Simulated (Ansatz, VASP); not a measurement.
**Al2Rh in VASP and in Ansatz**

INCAR

```
PREC = Accurate ; ENCUT = 500
EDIFF = 1E-7 ; ISMEAR = 0
SIGMA = 0.1 ; LREAL = F
LASPH = T ; NELM = 120
ALGO = Normal ; ISIF = 3
LWAVE = F ; LCHARG = F
GGA = PE ; IBRION = 2
NSW = 90 ; EDIFFG = -0.04
GGA_COMPAT = F ; NELMIN = 4
```

File KPOINTS:

```
regular mesh
0
Gamma
  6 6 2
```

The input POSCAR:

```
Al2Rh
1.0
    3.0572254500      0.0000000000      0.0000000000
    0.0000000000      3.0572254500      0.0000000000
    0.0000000000      0.0000000000      9.9767829700
Al Rh
4 2
Direct
    0.0000000000      0.5000000000      0.8765436400
    0.0000000000      0.5000000000      0.3765436400
    0.5000000000      0.0000000000      0.6234563600
    0.5000000000      0.0000000000      0.1234563600
    0.0000000000      0.0000000000      0.5000000000
    0.5000000000      0.5000000000      0.0000000000
```

Input for Ansatz:

```yaml
crystal:
  lattice:
    - [3.05722545, 0.0, 0.0]
    - [0.0, 3.05722545, 0.0]
    - [0.0, 0.0, 9.97678297]
  atoms:
    - { symbol: Al, position: [0.0, 0.5, 0.87654364] }
    - { symbol: Al, position: [0.0, 0.5, 0.37654364] }
    - { symbol: Al, position: [0.5, 0.0, 0.62345636] }
    - { symbol: Al, position: [0.5, 0.0, 0.12345636] }
    - { symbol: Rh, position: [0.0, 0.0, 0.5] }
    - { symbol: Rh, position: [0.5, 0.5, 0.0] }
basis:
  ecutwfc: 420
kpoints:
  mp_grid: { grid: [6, 6, 2] }
hamiltonian:
  xc: pbe
scf:
  occupations: { method: gaussian, width: 0.1 }
  lower_state_search: "off"
output:
  forces: true
  stress: true
  eigenvalues: true
relax:
  adjacent_minimum: "off"
  f_tol: 0.04
  max_steps: 70
  cell: { stress_tol: 0.4 }
```

Change from the starting cell: species swapped into the GeS2 type (P4_2/nmc, No. 137).

Alike in both runs: task relaxation of cell and atoms; functional PBE; k mesh 6 × 6 × 2; occupations gaussian, width 0.1 eV; no spin polarisation.

|  | VASP | Ansatz |
| --- | --- | --- |
| version | VASP 6.6.1 | Ansatz 0.2.0 |
| potentials or method | VASP PAW PBE potentials, release 64 (Al, Rh_pv), cutoff 500 eV | scalar-relativistic, plane waves, PAW |
| valence electrons in the cell | 42 | 46 |

|  | VASP | Ansatz | Ansatz less VASP |
| --- | --- | --- | --- |
| gap on the k mesh at the Fermi level, each at its own relaxed structure (eV) | none | none | - |
| relaxed volume (Å³/atom) | 16.33 | 16.31 | -0.015 |
| relaxed cell length with the largest relative difference (Å) | 12.008 | 12.061 | +0.0532 |

A gap of «none» marks a metal or a gap that the smearing closes. VASP's potentials hold 42 valence electrons a cell and Ansatz's 46, so a difference there can come from the potentials and not from the codes.
